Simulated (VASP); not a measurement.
# La2O3 (P-3m1) in VASP: notebook, part 2 of 2

VASP 6.6.1. Earlier steps stand in the parts before.

## (3) Single point, PBE

This run uses another cell than the first one, of 15.05 Å³/atom, 1.045 times its volume.

Input file INCAR:

```
  PREC = Accurate
  ENCUT = 520
  EDIFF = 1E-6
  ISMEAR = 0
  SIGMA = 0.01
  LREAL = False
  LASPH = True
  NELM = 80
  ALGO = Normal
  ISIF = 2
  LWAVE = False
  LCHARG = False
  GGA = PE
  NBANDS = 28
```

Input file KPOINTS:

```
Automatic mesh
0
Gamma
  6 6 4
```

Input file POSCAR:

```
La2O3
1.0
    3.8230327063      0.0000000000      0.0000000000
   -1.9115163532      3.3108382528      0.0000000000
    0.0000000000      0.0000000000      5.9444142764
La O
2 3
Direct
    0.6666666667      0.3333333333      0.7537600000
    0.3333333333      0.6666666667      0.2462400000
    0.6666666667      0.3333333333      0.3541100000
    0.3333333333      0.6666666667      0.6458900000
    0.0000000000      0.0000000000      0.0000000000
```

Potentials or basis: VASP PAW PBE potentials, release 64 (La, O).

Command:

```sh
cat potpaw_PBE.64/La/POTCAR potpaw_PBE.64/O/POTCAR > POTCAR
mpirun -np 1 vasp_std > vasp.out
```

OUTCAR:

```text
PREC = Accurate
   ENCUT = 520
   EDIFF = 1E-6
   ISMEAR = 0
   LREAL = False
   LASPH = True
   NELM = 80
   ISIF = 2
   GGA = PE

 ion  position               nearest neighbor table
   1  0.667  0.333  0.754-   4 2.30   4 2.30   4 2.30   3 2.38   5 2.65   5 2.65   5 2.65   2 3.67
                             2 3.67   2 3.67
   2  0.333  0.667  0.246-   3 2.30   3 2.30   3 2.30   4 2.38   5 2.65   5 2.65   5 2.65   1 3.67
                             1 3.67   1 3.67
   3  0.667  0.333  0.354-   2 2.30   2 2.30   2 2.30   1 2.38
   4  0.333  0.667  0.646-   1 2.30   1 2.30   1 2.30   2 2.38
   5  0.000  0.000  0.000-   2 2.65   1 2.65   2 2.65   1 2.65   1 2.65   2 2.65

  LATTYP: Found a hexagonal cell.
 ALAT       =     3.8230327063
 C/A-ratio  =     1.5548949572

  Lattice vectors:

 A1 = (   3.8230327063,   0.0000000000,   0.0000000000)
 A2 = (  -1.9115163532,   3.3108382528,   0.0000000000)
 A3 = (   0.0000000000,   0.0000000000,   5.9444142764)

Analysis of symmetry for initial positions (statically):
=====================================================================
 Subroutine PRICEL returns:
 Original cell was already a primitive cell.
[... 178 lines left out ...]
 cond. band min:      10.7346548527   @ k =   0.3333   0.3333   0.0000
 fundamental gap:      3.8650284917
 Fermi energy:         6.9342893181

 k-point     1 :       0.0000    0.0000    0.0000
  band No.  band energies     occupation
      1     -22.7523      2.00000
      2     -22.3920      2.00000
      3     -10.4824      2.00000
      4      -9.1105      2.00000
      5      -8.5346      2.00000
      6      -6.1798      2.00000
[... 733 lines left out ...]
     27      12.6792      0.00000
     28      12.7387      0.00000

------------------------ aborting loop because EDIFF is reached ----------------------------------------

  FORCE on cell =-STRESS in cart. coord.  units (eV):
  Direction    XX          YY          ZZ          XY          YZ          ZX
  --------------------------------------------------------------------------------------
  -------------------------------------------------------------------------------------
  Total        7.5848243      7.5848005      6.2388968     -0.0000000     -0.0000000     -0.0000000
  in kB      161.5106115    161.5101051    132.8505452     -0.0000000     -0.0000000     -0.0000000
  external PRESSURE =     151.9570873 kB  Pullay stress =       0.0000000 kB

 VOLUME and BASIS-vectors are now :
 -----------------------------------------------------------------------------
  energy-cutoff  :      520.00
  volume of cell :       75.24
      direct lattice vectors                 reciprocal lattice vectors
     3.823032706  0.000000000  0.000000000     0.261572442  0.151019156  0.000000000
    -1.911516353  3.310838253  0.000000000     0.000000000  0.302038313  0.000000000
     0.000000000  0.000000000  5.944414276     0.000000000  0.000000000  0.168225153

 POSITION                                       TOTAL-FORCE (eV/Angst)
 -----------------------------------------------------------------------------------
      1.91152      1.10361      4.48066        -0.000000     -0.000000      0.702105
     -0.00000      2.20723      1.46375         0.000000      0.000000     -0.702105
      1.91152      1.10361      2.10498         0.000000      0.000000      0.090145
     -0.00000      2.20723      3.83944        -0.000000     -0.000000     -0.090145
      0.00000      0.00000      0.00000         0.000000      0.000000     -0.000000
 -----------------------------------------------------------------------------------
    total drift:                               -0.000000     -0.000000      0.000000

  FREE ENERGIE OF THE ION-ELECTRON SYSTEM (eV)
  ---------------------------------------------------
  free  energy   TOTEN  =       -41.4876231914 eV

  energy  without entropy=      -41.4876231914  energy(sigma->0) =      -41.48762319
```

OSZICAR:

```text
N       E                     dE             d eps       ncg     rms          rms(c)
DAV:   1     0.469496285741E+03    0.46950E+03   -0.15639E+04  1408   0.224E+03
DAV:   2     0.843956162842E+02   -0.38510E+03   -0.36582E+03  1736   0.363E+02
DAV:   3    -0.325977643407E+02   -0.11699E+03   -0.11375E+03  2188   0.195E+02
DAV:   4    -0.461601834927E+02   -0.13562E+02   -0.13523E+02  2296   0.737E+01
DAV:   5    -0.470728172059E+02   -0.91263E+00   -0.91195E+00  2312   0.202E+01    0.154E+01
DAV:   6    -0.414542774123E+02    0.56185E+01   -0.46318E+01  2200   0.392E+01    0.767E+00
DAV:   7    -0.414925606452E+02   -0.38283E-01   -0.46885E+00  2640   0.199E+01    0.379E+00
DAV:   8    -0.414952572547E+02   -0.26966E-02   -0.60756E-01  2448   0.645E+00    0.129E+00
DAV:   9    -0.414845465353E+02    0.10711E-01   -0.10610E-01  2312   0.229E+00    0.340E-01
DAV:  10    -0.414865709709E+02   -0.20244E-02   -0.26484E-02  2488   0.120E+00    0.147E-01
DAV:  11    -0.414875784689E+02   -0.10075E-02   -0.57265E-03  2336   0.536E-01    0.106E-01
DAV:  12    -0.414875566648E+02    0.21804E-04   -0.15975E-03  2168   0.272E-01    0.379E-02
DAV:  13    -0.414876242427E+02   -0.67578E-04   -0.63827E-04  2248   0.158E-01    0.247E-02
DAV:  14    -0.414876223315E+02    0.19112E-05   -0.97258E-05  2472   0.887E-02    0.379E-03
DAV:  15    -0.414876231914E+02   -0.85990E-06   -0.66404E-06  1944   0.178E-02
   1 F= -.41487623E+02 E0= -.41487623E+02  d E =-.842602E-22
```

Wall time 30 s (1 thread of Intel Xeon 6975P-C (Granite Rapids), shared host); peak memory 0.21 GiB.

Results:

```yaml
Free_energy: -41.4876 eV
Pressure: 15.2 GPa
Largest_force: 0.702 eV/Å
Band_gap_on_the_k_mesh: 3.87 eV, indirect (least direct gap 3.90 eV)
```

Forces on the atoms (eV/Å):
```
La   0.000  0.000  0.702
La   0.000  0.000 -0.702
O    0.000  0.000  0.090
O    0.000  0.000 -0.090
O    0.000  0.000  0.000
```

Stress tensor (GPa, compression positive):
```
16.15  0.00  0.00
 0.00 16.15  0.00
 0.00  0.00 13.29
```

Levels at points of the mesh, in eV from the valence-band top:
```tsv
k point	band 17	band 18	band 19	band 20	band 21	band 22	band 23	band 24
(0.00, 0.00, 0.00)	-1.88	-0.51	-0.51	-0.25	4.49	4.77	4.77	5.65
(0.50, 0.00, 0.00)	-0.76	-0.76	-0.38	-0.38	3.95	4.95	5.54	5.56
(0.00, 0.00, 0.50)	-1.17	-0.96	-0.36	-0.36	4.93	4.97	4.97	5.27
(0.50, 0.00, 0.50)	-1.00	-0.82	-0.37	0.00	4.61	4.79	5.39	5.57
```

Caveat: spin-orbit coupling is left out, which moves the levels of the heavy elements. A k mesh can miss the band edges.
